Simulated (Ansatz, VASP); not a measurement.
**Two plane-wave programs on HfN**

Contents of INCAR:

```
  PREC = Accurate
  ENCUT = 520
  EDIFF = 1E-6
  ISMEAR = 0
  SIGMA = 0.15
  LREAL = False
  LASPH = True
  NELM = 60
  ALGO = Normal
  ISIF = 2
  LWAVE = False
  LCHARG = False
  GGA = PE
  NBANDS = 14
```

File KPOINTS:

```
Automatic mesh
0
Gamma
  22 22 22
```

Contents of POSCAR:

```
HfN
1.0
    0.0000000000      2.2170491446      2.3307439726
    2.2170491446      0.0000000000      2.3307439726
    2.2170491446      2.2170491446      0.0000000000
Hf N
1 1
Direct
    0.0000000000      0.0000000000      0.0000000000
    0.5000000000      0.5000000000      0.5000000000
```

Input for Ansatz:

```yaml
crystal:
  lattice:
    - [0.0, 2.2170491446, 2.3307439726]
    - [2.2170491446, 0.0, 2.3307439726]
    - [2.2170491446, 2.2170491446, 0.0]
  atoms:
    - { symbol: Hf, position: [0.0, 0.0, 0.0] }
    - { symbol: "N", position: [0.5, 0.5, 0.5] }
basis:
  ecutwfc: 420
kpoints:
  mp_grid: { grid: [22, 22, 22] }
hamiltonian:
  xc: pbe
scf:
  occupations: { method: gaussian, width: 0.15 }
output:
  forces: true
  stress: true
  eigenvalues: true
```

Change from the starting cell: strain -0.025 along x and y, +0.025 along z, atoms carried along.

Alike in both runs: task single point; functional PBE; k mesh 22 × 22 × 22; occupations gaussian, width 0.15 eV; no spin polarisation.

|  | VASP | Ansatz |
| --- | --- | --- |
| version | VASP 6.6.1 | Ansatz 0.2.0 |
| potentials or method | VASP PAW PBE potentials, release 64 (Hf_pv, N), cutoff 520 eV | scalar-relativistic, plane waves, PAW |
| valence electrons in the cell | 15 | 31 |

Ansatz gave:

```
gap on the k mesh at the Fermi level (eV)                     : none
pressure (GPa)                                                : 8.8
traceless stress, the component that is largest in VASP (GPa) : -16.38
```

Q: What did VASP give for the same quantities?

A: gap on the k mesh at the Fermi level (eV): none; pressure (GPa): 6.4; traceless stress, the component that is largest in VASP (GPa): -16.19.

A gap of «none» marks a metal or a gap that the smearing closes. With one functional, cell and mesh, what is left measures potentials, basis and numerics. VASP's potentials hold 15 valence electrons a cell and Ansatz's 31, so a difference there can come from the potentials and not from the codes.

Neither program's run includes spin-orbit coupling.
